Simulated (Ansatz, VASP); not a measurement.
One calculation of Si2Ge, two programs

```
Si Ge
1.0
     2.97250    0.00000    0.00000
    -1.48625    2.57426    0.00000
     0.00000    0.00000    6.68781
Si Ge
2 1
Direct
  0.66667 0.33333 0.86492
  0.33333 0.66667 0.13508
  0.00000 0.00000 0.50000
```

Alike in both runs: functional PBE; k mesh 6 × 6 × 4; occupations gaussian, width 0.1 eV; no spin polarisation.

Ansatz relaxed the structure, and its values are those at the end. VASP's run is a single point on that final structure, the one shown.

|  | VASP | Ansatz |
| --- | --- | --- |
| version | VASP 6.6.1 | Ansatz 0.2.0 |
| potentials or method | VASP PAW PBE potentials, release 64 (Si, Ge_d), cutoff 500 eV | scalar-relativistic, plane waves, PAW |
| valence electrons in the cell | 22 | 22 |

Ansatz gave:

- gap on the k mesh at the Fermi level (eV): none
- pressure (GPa): -0.1
- rms of the force components (eV/Å): 0.006

Task: Estimate VASP's values.

Result: gap on the k mesh at the Fermi level (eV): none; pressure (GPa): -0.2; rms of the force components (eV/Å): 0.002.

A gap of «none» marks a metal or a gap that the smearing closes.

The k mesh is coarse, so the values compare programs but aren't converged.
